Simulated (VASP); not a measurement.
Input of a VASP 6.6.1 run:

INCAR

```
SYSTEM = CdSe
ALGO = Normal ; EDIFF = 1E-6
ENCUT = 500 ; GGA = PE
GGA_COMPAT = .False. ; ISIF = 2
ISMEAR = -1 ; LASPH = .True.
LCHARG = .False. ; LREAL = .False.
LWAVE = .False. ; NBANDS = 16
NELM = 120 ; PREC = Accurate
SIGMA = 0.05
```

Contents of KPOINTS:

```
k-points
0
Gamma
  8 8 8
  0 0 0
```

Contents of POSCAR:

```
CdSe
1.0
    3.6036661571      0.0000000000      0.0000000000
    0.0000000000      3.6036661571      0.0000000000
    0.0000000000      0.0000000000      3.6036661571
Cd Se
1 1
Direct
    0.5000000000      0.5000000000      0.5000000000
    0.0000000000      0.0000000000      0.0000000000
```

Potentials or basis: VASP PAW PBE potentials, release 64 (Cd, Se).

Launch:

```console
$ cat potpaw_PBE.64/Cd/POTCAR potpaw_PBE.64/Se/POTCAR > POTCAR
$ mpirun -np 1 vasp_std > vasp.out
```

Problem. Predict the pressure.

Solution. -1.8 GPa.

Problem. Predict the band gap on the k mesh.

Solution. Zero (band 9 reaches 3.02 eV, above the bottom of band 10 at 1.83 eV).
